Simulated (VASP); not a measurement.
# CaSe (P6_3/mmc) in VASP: settings compared

Aim: see how the results for CaSe move with the level of theory and the settings. Levels: PBE, r2SCAN. Tasks: single point.

Program: VASP 6.6.1. These are calculated values, not measurements. Logs are shortened: lines on timing, memory, paths and dates and some standing lists are left out, and cuts for length are marked.

### Step 1. The cell of the first run

The structure is hexagonal, space group P6_3/mmc (No. 194). Conventional cell: a = 4.132 Å, b = 4.132 Å, c = 7.163 Å, α = 90.00°, β = 90.00°, γ = 120.00°. Within 3.9 Å of Ca (site symmetry -3m) lie 6 Se at 2.98 Å and 2 Ca at 3.58 Å. Se (site symmetry -6m2) has 6 Ca at 2.98 Å within 3.9 Å.

### Step 2. Single point, PBE

Input file INCAR:

```
ALGO = Normal ; EDIFF = 1E-6
ENCUT = 520 ; GGA = PE
ISIF = 2 ; ISMEAR = 0
LASPH = T ; LCHARG = F
LREAL = F ; LWAVE = F
NBANDS = 24 ; NELM = 80
PREC = Accurate ; SIGMA = 0.01
```

Input file KPOINTS:

```
k-points
0
Gamma
  6 6 4
```

Input file POSCAR:

```
CaSe
1.0
    4.1316821780      0.0000000000      0.0000000000
   -2.0658410890      3.5781417265      0.0000000000
    0.0000000000      0.0000000000      7.1625032105
Ca Se
2 2
Direct
    0.0000000000      0.0000000000      0.0000000000
    0.0000000000      0.0000000000      0.5000000000
    0.3333333333      0.6666666667      0.2500000000
    0.6666666667      0.3333333333      0.7500000000
```

Potentials or basis: VASP PAW PBE potentials, release 64 (Ca_sv, Se).

Started as:

```bash
$ cat potpaw_PBE.64/Ca_sv/POTCAR potpaw_PBE.64/Se/POTCAR > POTCAR
$ mpirun -np 1 vasp_std > vasp.out
```

OUTCAR:

```text
EDIFF = 1E-6
   ENCUT = 520
   GGA = PE
   ISIF = 2
   ISMEAR = 0
   LASPH = T
   LREAL = F
   NELM = 80
   PREC = Accurate

 ion  position               nearest neighbor table
   1  0.000  0.000  0.000-   3 2.98   4 2.98   3 2.98   4 2.98   4 2.98   3 2.98
   2  0.000  0.000  0.500-   3 2.98   4 2.98   3 2.98   4 2.98   4 2.98   3 2.98
   3  0.333  0.667  0.250-   1 2.98   2 2.98   1 2.98   2 2.98   1 2.98   2 2.98
   4  0.667  0.333  0.750-   1 2.98   2 2.98   1 2.98   2 2.98   1 2.98   2 2.98

  LATTYP: Found a hexagonal cell.
 ALAT       =     4.1316821780
 C/A-ratio  =     1.7335561890

  Lattice vectors:

 A1 = (   4.1316821780,   0.0000000000,   0.0000000000)
 A2 = (  -2.0658410890,   3.5781417265,   0.0000000000)
 A3 = (   0.0000000000,   0.0000000000,   7.1625032105)

Analysis of symmetry for initial positions (statically):
=====================================================================
 Subroutine PRICEL returns:
 Original cell was already a primitive cell.

 Routine SETGRP: Setting up the symmetry group for a
 hexagonal supercell.

 Subroutine GETGRP returns: Found 24 space group operations
 (whereof 12 operations were pure point group operations)
 out of a pool of 24 trial point group operations.

The static configuration has the point symmetry D_3d.
 The point group associated with its full space group is D_6h.

Analysis of symmetry for dynamics (positions and initial velocities):
=====================================================================
 Subroutine PRICEL returns:
 Original cell was already a primitive cell.

 Routine SETGRP: Setting up the symmetry group for a
 hexagonal supercell.

 Subroutine GETGRP returns: Found 24 space group operations
 (whereof 12 operations were pure point group operations)
 out of a pool of 24 trial point group operations.

The dynamic configuration has the point symmetry D_3d.
 The point group associated with its full space group is D_6h.

 Subroutine INISYM returns: Found 24 space group operations
 (whereof 12 operations are pure point group operations),
 and found     1 'primitive' translations

----------------------------------------------------------------------------------------

                                     Primitive cell

  volume of cell :     105.8886

  direct lattice vectors                    reciprocal lattice vectors
     4.131682178  0.000000000  0.000000000     0.242032169  0.139737338  0.000000000
    -2.065841089  3.578141727  0.000000000     0.000000000  0.279474676  0.000000000
     0.000000000  0.000000000  7.162503210     0.000000000  0.000000000  0.139615993

  length of vectors
     4.131682178  4.131682178  7.162503210     0.279474676  0.279474676  0.139615993

  position of ions in fractional coordinates (direct lattice)
     0.000000000  0.000000000  0.000000000
     0.000000000  0.000000000  0.500000000
     0.333333333  0.666666667  0.250000000
     0.666666667  0.333333333  0.750000000

  ion indices of the primitive-cell ions
   primitive index   ion index
                 1           1
                 2           2
                 3           3
                 4           4

----------------------------------------------------------------------------------------

 KPOINTS: k-points

Automatic generation of k-mesh.
 Grid dimensions read from file:
 generate k-points for:    6    6    4

 Generating k-lattice:

  Cartesian coordinates                     Fractional coordinates (reciprocal lattice)
     0.040338695  0.023289556  0.000000000     0.166666667  0.000000000  0.000000000
     0.000000000  0.046579113  0.000000000     0.000000000  0.166666667  0.000000000
     0.000000000  0.000000000  0.034903998     0.000000000  0.000000000  0.250000000

  Length of vectors
     0.046579113  0.046579113  0.034903998

  Shift w.r.t. Gamma in fractional coordinates (k-lattice)
     0.000000000  0.000000000  0.000000000

 Subroutine IBZKPT returns following result:
 ===========================================

 Found     21 irreducible k-points:

 Following reciprocal coordinates:
            Coordinates               Weight
  0.000000  0.000000  0.000000      1.000000
  0.166667 -0.000000  0.000000      6.000000
  0.333333 -0.000000  0.000000      6.000000
  0.500000 -0.000000  0.000000      3.000000
  0.166667  0.166667  0.000000      6.000000
  0.333333  0.166667  0.000000     12.000000
[... 13 lines left out ...]
  0.333333  0.166667  0.500000     12.000000
  0.333333  0.333333  0.500000      2.000000
   k-points           NKPTS =     21   k-points in BZ     NKDIM =     21   number of bands    NBANDS=     24
   number of dos      NEDOS =    301   number of ions     NIONS =      4
   total plane-waves  NPLWV =  55296
   dimension x,y,z NGX =    32 NGY =   32 NGZ =   54
   dimension x,y,z NGXF=    64 NGYF=   64 NGZF=  108
   ions per type =               2   2
   NGX,Y,Z   is equivalent  to a cutoff of  12.88, 12.88, 12.53 a.u.
   NGXF,Y,Z  is equivalent  to a cutoff of  25.75, 25.75, 25.07 a.u.
 SYSTEM =  unknown system
   PREC   = accura    normal or accurate (medium, high low for compatibility)
   ISTART =      0    job   : 0-new  1-cont  2-samecut
   ICHARG =      2    charge: 1-file 2-atom 10-const
   ISPIN  =      1    spin polarized calculation?
   LNONCOLLINEAR =      F non collinear calculations
   LSORBIT =      F    spin-orbit coupling
   LASPH  =      T    aspherical Exc in radial PAW
   ENCUT  =  520.0 eV  38.22 Ry    6.18 a.u.   7.68  7.68 13.32*2*pi/ulx,y,z
   NELM   =     80;   NELMIN=  2; NELMDL= -5     # of ELM steps
   EDIFF  = 0.1E-05   stopping-criterion for ELM
   LREAL  =      F    real-space projection
   EDIFFG = 0.1E-04   stopping-criterion for IOM
   NSW    =      0    number of steps for IOM
   IBRION =     -1    ionic relax: 0-MD 1-quasi-New 2-CG
   NFREE  =      0    steps in history (QN), initial steepest desc. (CG)
   ISIF   =      2    stress and relaxation
   ISYM   =      2    0-nonsym 1-usesym 2-fastsym
   POTIM  = 0.5000    time-step for ionic-motion
   TEBEG  =    0.0;   TEEND  =   0.0 temperature during run
   PSTRESS=    0.0 pullay stress
   NELECT =      32.0000    total number of electrons
   NUPDOWN=      -1.0000    fix difference up-down
   EMIN   =  10.00;   EMAX   =-10.00  energy-range for DOS
   EFERMI =   0.00;   METHOD = LEGACY
   ISMEAR =     0;   SIGMA  =   0.01  broadening in eV -4-tet -1-fermi 0-gaus
   EFERMI_NEDOS =   21; number of points for ismear=-14 and -15
   IALGO  =     38    algorithm
   IMIX   =      4    mixing-type and parameters
     AMIX     =   0.40;   BMIX     =  1.00
     AMIX_MAG =   1.60;   BMIX_MAG =  1.00
  volume/ion in A,a.u.               =      26.47       178.64
  Fermi-wavevector in a.u.,A,eV,Ry     =   1.098605  2.076063 16.421332  1.206934
  Thomas-Fermi vector in A             =   2.234986
   LORBIT       =      0    0 simple, 1 ext, 2 COOP (PROOUT), +10 PAW based schemes
   GGA     = PE    functional components
   LHFCALC =     F    Hartree Fock is set to
   AEXX    =    0.0000 exact exchange contribution
   IVDW    =     0    specifies the selected vdW correction
   LEPSILON=     F    determine dielectric tensor
   LRPA    =     F    only Hartree local field effects (RPA)
 non-spin polarized calculation
 Gauss-broadening in eV      SIGMA  =   0.01
  energy-cutoff  :      520.00
  volume of cell :      105.89
 maximum number of plane-waves:      2901
 NGX is ok and might be reduce to    32
   NGX = 15   NGY = 15   NGZ = 27

 number of electron      31.9999996 magnetization

 Free energy of the ion-electron system (eV)
  ---------------------------------------------------
  ext. energy  EPLUGINS =         0.00000000
  ---------------------------------------------------
  free energy    TOTEN  =       -18.69032518 eV

  energy without entropy =      -18.69032518  energy(sigma->0) =      -18.69032518

 E-fermi :   2.4666     XC(G=0):  -9.0401

 val. band max:        2.4102815187   @ k =   0.0000   0.0000   0.0000
 cond. band min:       4.6053401181   @ k =   0.5000  -0.0000   0.0000
 fundamental gap:      2.1950585994
 Fermi energy:         2.4666224645

 k-point     1 :       0.0000    0.0000    0.0000
  band No.  band energies     occupation
      1     -37.5680      2.00000
      2     -37.5522      2.00000
      3     -18.7279      2.00000
      4     -18.5648      2.00000
      5     -18.5648      2.00000
      6     -18.5422      2.00000
[... 16 lines left out ...]
     23       7.0511      0.00000
     24       8.0167      0.00000

 k-point     2 :       0.1667   -0.0000    0.0000
  band No.  band energies     occupation
      1     -37.5666      2.00000
      2     -37.5510      2.00000
      3     -18.7189      2.00000
      4     -18.5890      2.00000
      5     -18.5696      2.00000
      6     -18.5603      2.00000
[... 16 lines left out ...]
     23       7.9692      0.00000
     24       8.0085      0.00000

 k-point     3 :       0.3333   -0.0000    0.0000
  band No.  band energies     occupation
      1     -37.5640      2.00000
      2     -37.5486      2.00000
      3     -18.7015      2.00000
      4     -18.6363      2.00000
      5     -18.5961      2.00000
      6     -18.5792      2.00000
[... 16 lines left out ...]
     23       7.9215      0.00000
     24       8.2681      0.00000
[... 433 lines left out ...]
 k-point    20 :       0.3333    0.1667    0.5000
  band No.  band energies     occupation
      1     -37.5550      2.00000
      2     -37.5550      2.00000
      3     -18.6269      2.00000
      4     -18.6269      2.00000
      5     -18.5948      2.00000
      6     -18.5948      2.00000
[... 16 lines left out ...]
     23       8.0725      0.00000
     24       8.0725      0.00000

 k-point    21 :       0.3333    0.3333    0.5000
  band No.  band energies     occupation
      1     -37.5544      2.00000
      2     -37.5544      2.00000
      3     -18.6146      2.00000
      4     -18.6146      2.00000
      5     -18.6064      2.00000
      6     -18.6064      2.00000
[... 16 lines left out ...]
     23       7.8529      0.00000
     24       7.8529      0.00000

------------------------ aborting loop because EDIFF is reached ----------------------------------------

  FORCE on cell =-STRESS in cart. coord.  units (eV):
  Direction    XX          YY          ZZ          XY          YZ          ZX
  --------------------------------------------------------------------------------------
  -------------------------------------------------------------------------------------
  Total        0.4863773      0.4863773      0.6004756      0.0000000     -0.0000000      0.0000000
  in kB        7.3592678      7.3592678      9.0856637      0.0000000     -0.0000000      0.0000000
  external PRESSURE =       7.9347331 kB  Pullay stress =       0.0000000 kB

 VOLUME and BASIS-vectors are now :
 -----------------------------------------------------------------------------
  energy-cutoff  :      520.00
  volume of cell :      105.89
      direct lattice vectors                 reciprocal lattice vectors
     4.131682178  0.000000000  0.000000000     0.242032169  0.139737338  0.000000000
    -2.065841089  3.578141727  0.000000000     0.000000000  0.279474676  0.000000000
     0.000000000  0.000000000  7.162503210     0.000000000  0.000000000  0.139615993

 POSITION                                       TOTAL-FORCE (eV/Angst)
 -----------------------------------------------------------------------------------
      0.00000      0.00000      0.00000         0.000000     -0.000000      0.000000
      0.00000      0.00000      3.58125         0.000000     -0.000000      0.000000
     -0.00000      2.38543      1.79063         0.000000     -0.000000     -0.000000
      2.06584      1.19271      5.37188        -0.000000      0.000000      0.000000
 -----------------------------------------------------------------------------------
    total drift:                                0.000000     -0.000000      0.000000

  FREE ENERGIE OF THE ION-ELECTRON SYSTEM (eV)
  ---------------------------------------------------
  free  energy   TOTEN  =       -18.6903251791 eV

  energy  without entropy=      -18.6903251791  energy(sigma->0) =      -18.69032518
```

It took 28 s on 1 thread of AMD EPYC 9R45 (Zen 5), shared host; peak memory 0.21 GiB.

Results:

- Free energy: -18.6903 eV
- Pressure: 0.8 GPa
- Band gap on the k mesh: 2.19 eV, indirect (least direct gap 2.43 eV)

Levels at points of the mesh, in eV from the valence-band top:
```
           k point  band 13  band 14  band 15  band 16  band 17  band 18  band 19  band 20
(0.00, 0.00, 0.00)    -1.07    -0.35     0.00     0.00     2.43     3.15     3.78     3.78
(0.50, 0.00, 0.00)    -1.75    -1.69    -1.22    -0.87     2.19     3.69     5.06     5.07
(0.00, 0.00, 0.50)    -0.62    -0.62    -0.62    -0.62     3.58     3.58     4.30     4.30
(0.50, 0.00, 0.50)    -1.40    -1.40    -1.05    -1.05     3.02     3.02     4.62     4.62
```

A k mesh can miss the band edges. As with any semilocal functional, this PBE gap is likely too small.

### Step 3. Single point, r2SCAN

POSCAR is that of step 2.

Input file INCAR.step1:

```
SYSTEM = CaSe
PREC = Accurate
ENCUT = 520
ISMEAR = 0
SIGMA = 0.01
LREAL = .False.
LASPH = .True.
NELM = 80
NBANDS = 24
GGA = PE
ALGO = Normal
EDIFF = 1E-4
LWAVE = .True.
LCHARG = .False.
```

Input file INCAR.step2:

```
SYSTEM = CaSe
PREC = Accurate
ENCUT = 520
EDIFF = 1E-6
ISMEAR = 0
SIGMA = 0.01
LREAL = .False.
LASPH = .True.
NELM = 80
ALGO = Normal
ISIF = 2
LWAVE = .False.
LCHARG = .False.
METAGGA = R2SCAN
LMIXTAU = .True.
NBANDS = 24
ISTART = 1
```

Input file KPOINTS:

```
Automatic mesh
0
Gamma
  6 6 4
  0 0 0
```

Potentials or basis: VASP PAW PBE potentials, release 64 (Ca_sv, Se).

Started as:

```bash
$ cat potpaw_PBE.64/Ca_sv/POTCAR potpaw_PBE.64/Se/POTCAR > POTCAR
$ cp INCAR.step1 INCAR
$ mpirun -np 1 vasp_std > vasp.out
$ cp INCAR.step2 INCAR
$ mpirun -np 1 vasp_std > vasp.out
```

It took 2 min on 1 thread of AMD EPYC 9R45 (Zen 5), shared host; peak memory 0.23 GiB.

Results (log left out):

* Free energy: -51.6510 eV
* Pressure: 0.2 GPa
* Band gap on the k mesh: 2.69 eV, indirect (least direct gap 2.93 eV)

Stress tensor (GPa, compression positive):
```
0.19 0.00 0.00
0.00 0.19 0.00
0.00 0.00 0.29
```

Levels at points of the mesh, in eV from the valence-band top:
```csv
k point,band 13,band 14,band 15,band 16,band 17,band 18,band 19,band 20
"(0.00, 0.00, 0.00)",-1.05,-0.37,0.00,0.00,2.93,3.93,4.31,4.31
"(0.50, 0.00, 0.00)",-1.74,-1.72,-1.22,-0.88,2.69,4.23,5.64,5.68
"(0.00, 0.00, 0.50)",-0.60,-0.60,-0.60,-0.60,4.15,4.15,4.84,4.84
"(0.50, 0.00, 0.50)",-1.41,-1.41,-1.05,-1.05,3.52,3.52,5.27,5.27
```

Caveat: the PAW data sets were made with another functional, which shifts forces and pressure a little.

### Step 4. Single point, PBE, non-collinear spin, zero start, spin-orbit coupling

Input file INCAR:

```
SYSTEM = CaSe
PREC = Accurate ; ENCUT = 520
EDIFF = 1E-6 ; ISMEAR = 0
SIGMA = 0.01 ; LREAL = .False.
LASPH = .True. ; NELM = 150
ALGO = Normal ; ISIF = 2
LWAVE = .False. ; LCHARG = .False.
LNONCOLLINEAR = .True. ; MAGMOM = 0 0 0 0 0 0 0 0 0 0 0 0
LORBIT = 11 ; LSORBIT = .True.
GGA_COMPAT = .False. ; LORBMOM = .True.
GGA = PE ; NBANDS = 46
```

Input file KPOINTS:

```
regular mesh
0
Gamma
  6 6 2
  0 0 0
```

POSCAR is that of step 3.

Started as:

```bash
$ cat potpaw_PBE.64/Ca_sv/POTCAR potpaw_PBE.64/Se/POTCAR > POTCAR
$ mpirun -np 1 vasp_ncl > vasp.out
```

Run time: 78 s. Hardware: 1 thread of AMD EPYC 9R45 (Zen 5), shared host; peak memory 0.45 GiB.

The run converged. Its results:

```
Free energy                                           : -18.7288 eV
Pressure                                              : 0.8 GPa
Net moment                                            : 0.00 μB per cell
Valence electrons inside the program's atomic spheres : Ca 8.12; Se 3.92
```

Stress tensor (GPa, compression positive):
```
0.75 0.00 0.00
0.00 0.75 0.00
0.00 0.00 0.93
```

Moments on the atoms (μB; x, y, z):
```
Ca  0.00 0.00 0.00
Ca  0.00 0.00 0.00
Se  0.00 0.00 0.00
Se  0.00 0.00 0.00
```

Caveat: the k points lie up to 0.44 Å⁻¹ apart.

### Step 5. The runs side by side

| level | spin | k mesh | gap on the mesh (eV) | pressure (GPa) |
| --- | --- | --- | --- | --- |
| PBE | off | 6 × 6 × 4 | 2.19 | 0.8 |
| r2SCAN | off | 6 × 6 × 4 | 2.69 | 0.2 |
| PBE | non-collinear, zero start, SOC | 6 × 6 × 2 | - | 0.8 |

Alike in all rows: task single point; potentials or basis VASP PAW PBE potentials, release 64 (Ca_sv, Se); cell as given; cutoff (eV) 520; smearing gaussian 0.01 eV.

Caveats: some runs use coarse meshes; the PAW data sets were made with another functional, which shifts forces and pressure a little (some runs).

Total energies depend on the potentials used, so only differences within one code and one set of settings carry meaning.
